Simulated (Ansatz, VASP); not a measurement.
**Two plane-wave programs on BiTe**

```xyz
2
Lattice="0.0000 3.2512 3.2512 3.2512 0.0000 3.2512 3.2512 3.2512 0.0000" Properties=species:S:1:pos:R:3 pbc="T T T"
Bi    0.0000    0.0000    0.0000
Te    3.2512    3.2512    3.2512
```

Alike in both runs: task single point; functional PBE; k mesh 18 × 18 × 18; occupations gaussian, width 0.15 eV; no spin polarisation.

|  | VASP | Ansatz |
| --- | --- | --- |
| version | VASP 6.6.1 | Ansatz 0.2.0 |
| potentials or method | VASP PAW PBE potentials, release 64 (Bi_d, Te), cutoff 520 eV | scalar-relativistic, plane waves, PAW |
| valence electrons in the cell | 21 | 31 |

```csv
,VASP,Ansatz,Ansatz less VASP
gap on the k mesh at the Fermi level (eV),none,none,-
pressure (GPa),0.0,0.0,+0.05
```

A gap of «none» marks a metal or a gap that the smearing closes. VASP's potentials hold 21 valence electrons a cell and Ansatz's 31, so a difference there can come from the potentials and not from the codes.

Neither program's run includes spin-orbit coupling.
